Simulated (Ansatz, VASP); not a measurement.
## Sn: VASP beside Ansatz

File INCAR:

```
PREC     = Accurate       # precision mode
ENCUT    = 520            # plane-wave cutoff, eV
EDIFF    = 1E-6           # SCF threshold, eV
ISMEAR   = -1             # smearing method
SIGMA    = 0.05           # smearing width, eV
LREAL    = F              # projectors in reciprocal space
LASPH    = T              # aspherical terms in the spheres
NELM     = 150            # most SCF steps
ALGO     = Fast           # electronic algorithm
ISIF     = 2              # what is computed and relaxed
LWAVE    = F              # write WAVECAR
LCHARG   = T              # write CHGCAR
MAGMOM   = 0 0 0          # initial moments
LORBIT   = 11             # projections on sites
LSORBIT  = T              # spin-orbit coupling
GGA_COMPAT= F            
LORBMOM  = T            
GGA      = PS             # functional
LVHAR    = T            
NBANDS   = 25             # bands
```

KPOINTS

```
Automatic mesh
0
Gamma
  11 11 11
```

File POSCAR:

```
Sn
1.0
   -1.7265390000      1.7755470000      2.3383420000
    1.7265390000     -1.7755470000      2.3383420000
    1.7265390000      1.7755470000     -2.3383420000
Sn
1
Direct
    0.0000000000      0.0000000000      0.0000000000
```

File input.yaml:

```yaml
crystal:
  lattice:
    - [-1.726539, 1.775547, 2.338342]
    - [1.726539, -1.775547, 2.338342]
    - [1.726539, 1.775547, -2.338342]
  atoms:
    - { symbol: Sn, position: [0.0, 0.0, 0.0] }
hamiltonian:
  xc: pbesol
  pseudopotentials: { kind: paw_fr }
magnetization:
  noncollinear: true
  spin_orbit: true
kpoints:
  mp_grid: { grid: [11, 11, 11] }
  band_path:
    path:
      - [[0.0, 0.0, 0.0], [-0.3862939988, 0.3862939988, 0.3862939988], [-0.2804352521, 0.2804352521, 0.4921527456], [0.0, 0.0, 0.5], [0.25, 0.25, 0.25], [0.0, 0.5, 0.0], [0.3862939988, 0.6137060012, -0.3862939988], [0.5, 0.5, -0.5], [0.0, 0.0, 0.0], [0.3941412533, -0.3941412533, 0.3941412533], [0.5, 0.0, 0.0], [0.25, 0.25, 0.25]]
      - [[0.2804352521, -0.2804352521, 0.5078472544], [0.3941412533, -0.3941412533, 0.3941412533]]
      - [[0.6058587467, 0.3941412533, -0.3941412533], [0.5, 0.5, -0.5]]
    npoints: 14
scf:
  occupations: { method: fermi_dirac, width: 0.05 }
  n_extra_bands: 6
output:
  forces: true
  stress: true
  eigenvalues: true
  fatbands: false
  write_density: true
  write_potential: true
  elf: true
  volumetric_format: npy
```

Alike in both runs: functional PBEsol; k mesh 11 × 11 × 11; occupations fermi-dirac, width 0.05 eV; non-collinear spin, spin-orbit coupling.

|  | VASP | Ansatz |
| --- | --- | --- |
| version | VASP 6.6.1 | Ansatz 0.2.0 |
| potentials or method | VASP PAW PBE potentials, release 64 (Sn_d) | Ansatz PAW |
| plane-wave cutoff (eV) | 520 | 420 |
| valence electrons in the cell | 14 | 14 |
| task | single point | band structure |

|  | VASP | Ansatz | Ansatz less VASP |
| --- | --- | --- | --- |
| pressure (GPa) | -3.7 | -3.6 | +0.05 |
| traceless stress, the component that is largest in VASP (GPa) | -1.00 | -1.00 | 0.000 |

VASP's potentials were made for PBE, not for PBEsol.
